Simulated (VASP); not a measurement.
Crystal: Pb.

```
Pb
1.0
    -1.97966    1.97966    1.97966
     1.97966   -1.97966    1.97966
     1.97966    1.97966   -1.97966
Pb
1
Direct
  0.00000 0.00000 0.00000
```

```yaml
Program: VASP 6.6.1
Task: relaxation of cell and atoms
Functional: PBEsol
Potentials_or_basis: VASP PAW PBE potentials, release 64 (Pb_d)
Cutoff: 500 eV
k_mesh: 15 × 15 × 15
Occupations: gaussian, width 0.1 eV
Spin: no spin polarisation
```

At the start: pressure -1.5 GPa; volume 31.03 Å³/atom.

Q: Where does the relaxation end?

A: Over 3 steps the energy falls by 5.5 meV/atom and the volume is 29.92 Å³/atom (-3.6 %); space group Im-3m (No. 229, to 0.05 Å).

Step by step:
| step | energy change (eV) | largest force (eV/Å) | pressure (GPa) | volume (Å³) |
| --- | --- | --- | --- | --- |
| 1 | 0.0000 | 0.0000 | -1.54 | 31.03 |
| 2 | -0.0053 | 0.0000 | 0.31 | 29.72 |
| 3 | -0.0055 | 0.0000 | 0.00 | 29.92 |

Final structure:
```yaml
crystal:
  lattice:
    - [-1.95559, 1.95559, 1.95559]
    - [1.95559, -1.95559, 1.95559]
    - [1.95559, 1.95559, -1.95559]
  atoms:
    - { symbol: Pb, position: [0.00000, 0.00000, 0.00000] }
```

Caveat: the PAW data sets were made with another functional, which shifts forces and pressure a little.
